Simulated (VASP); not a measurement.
# LiOsRu3 (P4mm) in VASP: single point with PBE

Aim: the single point of LiOsRu3 with PBE.

Everything below comes from runs of VASP 6.6.1. Logs are shortened: lines on timing, memory, paths and dates and some standing lists are left out, and cuts for length are marked.

### Step 1. The cell of the first run

Symmetry: P4mm, No. 99, tetragonal system. The conventional cell has a = 3.794 Å, b = 3.794 Å, c = 3.842 Å, α = 90.00°, β = 90.00°, γ = 90.00°. Within 3.5 Å of Li (site symmetry 4mm) lie 12 Ru at 2.66 to 2.74 Å and 8 Os at 3.27 to 3.33 Å. Ru (site symmetry 4mm) has 2 Os at 1.77 to 2.07 Å within 2.3 Å. Ru (site symmetry 2mm) has 2 Os at 1.90 Å within 2.5 Å. Within 2.3 Å of Os (site symmetry 4mm) lie 6 Ru at 1.77 to 2.07 Å.

### Step 2. Single point, PBE

File INCAR:

```
  PREC = Accurate
  ENCUT = 520
  EDIFF = 1E-7
  ISMEAR = 0
  SIGMA = 0.1
  LREAL = F
  LASPH = T
  NELM = 100
  ALGO = Normal
  ISIF = 2
  LWAVE = F
  LCHARG = F
  GGA = PE
  NBANDS = 34
```

File KPOINTS:

```
regular mesh
0
Gamma
  6 6 6
```

File POSCAR:

```
LiOsRu3
1.0
    3.7939624285      0.0000000000      0.0000000000
    0.0000000000      3.7939624285      0.0000000000
    0.0000000000      0.0000000000      3.8415058174
Li Ru Os
1 3 1
Direct
    0.0000000000      0.0000000000      0.0000000000
    0.5000000000      0.5000000000      0.9750000000
    0.0000000000      0.5000000000      0.4850000000
    0.5000000000      0.0000000000      0.4850000000
    0.5000000000      0.5000000000      0.5150000000
```

Potentials or basis: VASP PAW PBE potentials, release 64 (Li_sv, Ru_pv, Os).

Command:

```bash
$ cat potpaw_PBE.64/Li_sv/POTCAR potpaw_PBE.64/Ru_pv/POTCAR potpaw_PBE.64/Os/POTCAR > POTCAR
$ mpirun -np 1 vasp_std > vasp.out
```

OUTCAR:

```text
PREC = Accurate
   ENCUT = 520
   EDIFF = 1E-7
   ISMEAR = 0
   LREAL = F
   LASPH = T
   NELM = 100
   ISIF = 2
   GGA = PE

 ion  position               nearest neighbor table
   1  0.000  0.000  0.000-   3 2.66   4 2.66   3 2.66   4 2.66   2 2.68   2 2.68   2 2.68   2 2.68
                             3 2.74   4 2.74   4 2.74   3 2.74
   2  0.500  0.500  0.975-   5 1.77   5 2.07   4 2.67   3 2.67   4 2.67   3 2.67   1 2.68   1 2.68
                             1 2.68   1 2.68   3 2.73   4 2.73   4 2.73   3 2.73
   3  0.000  0.500  0.485-   5 1.90   5 1.90   1 2.66   1 2.66   2 2.67   2 2.67   4 2.68   4 2.68
                             4 2.68   4 2.68   2 2.73   2 2.73   1 2.74   1 2.74
   4  0.500  0.000  0.485-   5 1.90   5 1.90   1 2.66   1 2.66   2 2.67   2 2.67   3 2.68   3 2.68
                             3 2.68   3 2.68   2 2.73   2 2.73   1 2.74   1 2.74
   5  0.500  0.500  0.515-   2 1.77   3 1.90   4 1.90   4 1.90   3 1.90   2 2.07

  LATTYP: Found a simple tetragonal cell.
 ALAT       =     3.7939624285
 C/A-ratio  =     1.0125313283

  Lattice vectors:

 A1 = (   3.7939624285,   0.0000000000,   0.0000000000)
 A2 = (   0.0000000000,   3.7939624285,   0.0000000000)
 A3 = (   0.0000000000,   0.0000000000,   3.8415058174)

Analysis of symmetry for initial positions (statically):
=====================================================================
 Subroutine PRICEL returns:
 Original cell was already a primitive cell.

 Routine SETGRP: Setting up the symmetry group for a
 simple tetragonal supercell.

 Subroutine GETGRP returns: Found  8 space group operations
 (whereof  8 operations were pure point group operations)
 out of a pool of 16 trial point group operations.

The static configuration has the point symmetry C_4v.

Analysis of symmetry for dynamics (positions and initial velocities):
=====================================================================
 Subroutine PRICEL returns:
 Original cell was already a primitive cell.

 Routine SETGRP: Setting up the symmetry group for a
 simple tetragonal supercell.

 Subroutine GETGRP returns: Found  8 space group operations
 (whereof  8 operations were pure point group operations)
 out of a pool of 16 trial point group operations.

The dynamic configuration has the point symmetry C_4v.

 Subroutine INISYM returns: Found  8 space group operations
 (whereof  8 operations are pure point group operations),
 and found     1 'primitive' translations

----------------------------------------------------------------------------------------

                                     Primitive cell

  volume of cell :      55.2952

  direct lattice vectors                    reciprocal lattice vectors
     3.793962428  0.000000000  0.000000000     0.263576674  0.000000000  0.000000000
     0.000000000  3.793962428  0.000000000     0.000000000  0.263576674  0.000000000
     0.000000000  0.000000000  3.841505817     0.000000000  0.000000000  0.260314587

  length of vectors
     3.793962428  3.793962428  3.841505817     0.263576674  0.263576674  0.260314587

  position of ions in fractional coordinates (direct lattice)
     0.000000000  0.000000000  0.000000000
     0.500000000  0.500000000  0.975000000
     0.000000000  0.500000000  0.485000000
     0.500000000  0.000000000  0.485000000
     0.500000000  0.500000000  0.515000000

  ion indices of the primitive-cell ions
   primitive index   ion index
                 1           1
                 2           2
                 3           3
                 4           4
                 5           5

----------------------------------------------------------------------------------------

 KPOINTS: regular mesh

Automatic generation of k-mesh.
 Grid dimensions read from file:
 generate k-points for:    6    6    6

 Generating k-lattice:

  Cartesian coordinates                     Fractional coordinates (reciprocal lattice)
     0.043929446  0.000000000  0.000000000     0.166666667  0.000000000  0.000000000
     0.000000000  0.043929446  0.000000000     0.000000000  0.166666667  0.000000000
     0.000000000  0.000000000  0.043385764     0.000000000  0.000000000  0.166666667

  Length of vectors
     0.043929446  0.043929446  0.043385764

  Shift w.r.t. Gamma in fractional coordinates (k-lattice)
     0.000000000  0.000000000  0.000000000

 Subroutine IBZKPT returns following result:
 ===========================================

 Found     40 irreducible k-points:

 Following reciprocal coordinates:
            Coordinates               Weight
  0.000000  0.000000  0.000000      1.000000
  0.166667  0.000000  0.000000      4.000000
  0.333333  0.000000  0.000000      4.000000
  0.500000  0.000000  0.000000      2.000000
  0.166667  0.166667  0.000000      4.000000
  0.333333  0.166667  0.000000      8.000000
[... 16 lines left out ...]
  0.333333  0.000000  0.333333      8.000000
  0.500000  0.000000  0.333333      4.000000
 [... further k-points ...]
   k-points           NKPTS =     40   k-points in BZ     NKDIM =     40   number of bands    NBANDS=     34
   number of dos      NEDOS =    301   number of ions     NIONS =      5
   total plane-waves  NPLWV =  23520
   dimension x,y,z NGX =    28 NGY =   28 NGZ =   30
   dimension x,y,z NGXF=    56 NGYF=   56 NGZF=   60
   ions per type =               1   3   1
   NGX,Y,Z   is equivalent  to a cutoff of  12.27, 12.27, 12.98 a.u.
   NGXF,Y,Z  is equivalent  to a cutoff of  24.54, 24.54, 25.97 a.u.
 SYSTEM =  unknown system
   PREC   = accura    normal or accurate (medium, high low for compatibility)
   ISTART =      0    job   : 0-new  1-cont  2-samecut
   ICHARG =      2    charge: 1-file 2-atom 10-const
   ISPIN  =      1    spin polarized calculation?
   LNONCOLLINEAR =      F non collinear calculations
   LSORBIT =      F    spin-orbit coupling
   LASPH  =      T    aspherical Exc in radial PAW
   ENCUT  =  520.0 eV  38.22 Ry    6.18 a.u.   7.05  7.05  7.14*2*pi/ulx,y,z
   NELM   =    100;   NELMIN=  2; NELMDL= -5     # of ELM steps
   EDIFF  = 0.1E-06   stopping-criterion for ELM
   LREAL  =      F    real-space projection
   EDIFFG = 0.1E-05   stopping-criterion for IOM
   NSW    =      0    number of steps for IOM
   IBRION =     -1    ionic relax: 0-MD 1-quasi-New 2-CG
   NFREE  =      0    steps in history (QN), initial steepest desc. (CG)
   ISIF   =      2    stress and relaxation
   ISYM   =      2    0-nonsym 1-usesym 2-fastsym
   POTIM  = 0.5000    time-step for ionic-motion
   TEBEG  =    0.0;   TEEND  =   0.0 temperature during run
   PSTRESS=    0.0 pullay stress
   NELECT =      53.0000    total number of electrons
   NUPDOWN=      -1.0000    fix difference up-down
   EMIN   =  10.00;   EMAX   =-10.00  energy-range for DOS
   EFERMI =   0.00;   METHOD = LEGACY
   ISMEAR =     0;   SIGMA  =   0.10  broadening in eV -4-tet -1-fermi 0-gaus
   EFERMI_NEDOS =   21; number of points for ismear=-14 and -15
   IALGO  =     38    algorithm
   IMIX   =      4    mixing-type and parameters
     AMIX     =   0.40;   BMIX     =  1.00
     AMIX_MAG =   1.60;   BMIX_MAG =  1.00
  volume/ion in A,a.u.               =      11.06        74.63
  Fermi-wavevector in a.u.,A,eV,Ry     =   1.614127  3.050257 35.448684  2.605405
  Thomas-Fermi vector in A             =   2.709085
   LORBIT       =      0    0 simple, 1 ext, 2 COOP (PROOUT), +10 PAW based schemes
   GGA     = PE    functional components
   LHFCALC =     F    Hartree Fock is set to
   AEXX    =    0.0000 exact exchange contribution
   IVDW    =     0    specifies the selected vdW correction
   LEPSILON=     F    determine dielectric tensor
   LRPA    =     F    only Hartree local field effects (RPA)
 non-spin polarized calculation
 Gauss-broadening in eV      SIGMA  =   0.10
  energy-cutoff  :      520.00
  volume of cell :       55.30
 maximum number of plane-waves:      1508
   NGX = 15   NGY = 15   NGZ = 15

 number of electron      53.0000026 magnetization

 Free energy of the ion-electron system (eV)
  ---------------------------------------------------
  ext. energy  EPLUGINS =         0.00000000
  ---------------------------------------------------
  free energy    TOTEN  =        -5.06027095 eV

  energy without entropy =       -5.04140161  energy(sigma->0) =       -5.05083628

 E-fermi :  13.4891     XC(G=0): -13.7591

 val. band max:       13.4873822222   @ k =   0.1667   0.1667   0.3333
 cond. band min:      13.5097199773   @ k =   0.1667   0.0000   0.3333
 fundamental gap:      0.0223377551
 Fermi energy:        13.4890845996

 k-point     1 :       0.0000    0.0000    0.0000
  band No.  band energies     occupation
      1     -32.2014      2.00000
      2     -30.7750      2.00000
      3     -30.6210      2.00000
      4     -30.6210      2.00000
      5     -29.4826      2.00000
      6     -29.4826      2.00000
[... 26 lines left out ...]
     33      19.5298      0.00000
     34      19.8249      0.00000

 k-point     2 :       0.1667    0.0000    0.0000
  band No.  band energies     occupation
      1     -32.2025      2.00000
      2     -30.9962      2.00000
      3     -30.7723      2.00000
      4     -30.6193      2.00000
      5     -29.4951      2.00000
      6     -29.4820      2.00000
[... 26 lines left out ...]
     33      19.4983      0.00000
     34      19.9269      0.00000

 k-point     3 :       0.3333    0.0000    0.0000
  band No.  band energies     occupation
      1     -32.2047      2.00000
      2     -31.7098      2.00000
      3     -30.7710      2.00000
      4     -30.6157      2.00000
      5     -29.5157      2.00000
      6     -29.4796      2.00000
[... 26 lines left out ...]
     33      19.2153      0.00000
     34      19.3457      0.00000
[... 704 lines left out ...]
 k-point    23 :       0.3333    0.0000    0.3333
  band No.  band energies     occupation
      1     -32.2060      2.00000
      2     -31.7394      2.00000
      3     -31.6911      2.00000
      4     -30.6196      2.00000
      5     -29.7562      2.00000
      6     -29.5152      2.00000
[... 26 lines left out ...]
     33      18.0494      0.00000
     34      19.7385      0.00000

 k-point    24 :       0.5000    0.0000    0.3333
  band No.  band energies     occupation
      1     -32.2063      2.00000
      2     -32.0534      2.00000
      3     -31.7185      2.00000
      4     -30.6177      2.00000
      5     -29.8065      2.00000
      6     -29.5143      2.00000
[... 26 lines left out ...]
     33      17.7613      0.00000
     34      18.4817      0.00000

 [... further k-points ...]
[... 5 lines left out ...]
  --------------------------------------------------------------------------------------
  -------------------------------------------------------------------------------------
  Total      108.9055284    108.9055284    110.6857465      0.0000000      0.0000000      0.0000000
  in kB     3155.5347146   3155.5347146   3207.1164846      0.0000000      0.0000000      0.0000000
  external PRESSURE =    3172.7286379 kB  Pullay stress =       0.0000000 kB

 VOLUME and BASIS-vectors are now :
 -----------------------------------------------------------------------------
  energy-cutoff  :      520.00
  volume of cell :       55.30
      direct lattice vectors                 reciprocal lattice vectors
     3.793962428  0.000000000  0.000000000     0.263576674  0.000000000  0.000000000
     0.000000000  3.793962428  0.000000000     0.000000000  0.263576674  0.000000000
     0.000000000  0.000000000  3.841505817     0.000000000  0.000000000  0.260314587

 POSITION                                       TOTAL-FORCE (eV/Angst)
 -----------------------------------------------------------------------------------
      0.00000      0.00000      0.00000         0.000000     -0.000000     -0.147387
      1.89698      1.89698      3.74547         0.000000      0.000000     26.021446
      0.00000      1.89698      1.86313        -0.000000      0.000000     -3.764667
      1.89698      0.00000      1.86313         0.000000     -0.000000     -3.764667
      1.89698      1.89698      1.97838         0.000000     -0.000000    -18.344725
 -----------------------------------------------------------------------------------
    total drift:                                0.000000      0.000000     -0.000195

  FREE ENERGIE OF THE ION-ELECTRON SYSTEM (eV)
  ---------------------------------------------------
  free  energy   TOTEN  =        -5.0602709503 eV

  energy  without entropy=       -5.0414016054  energy(sigma->0) =       -5.05083628
```

It took 60 s on 1 thread of Oxide Virtual Turin-like, shared host; peak memory 0.17 GiB.

What came out:

* Free energy: -5.0603 eV
* Largest force: 26.021 eV/Å

Forces on the atoms (eV/Å):
```
Li    0.000   0.000  -0.147
Ru    0.000   0.000  26.021
Ru    0.000   0.000  -3.765
Ru    0.000   0.000  -3.765
Os    0.000   0.000 -18.345
```

Caveat: the cutoff is under 1.25 times the usual one of these potentials, so pressure, stress and relaxed cells hold a basis-set (Pulay) error; spin-orbit coupling is left out, which moves the levels of the heavy elements; forces of over 1 eV/Å act on the atoms, so gaps and moduli don't describe the material at rest.
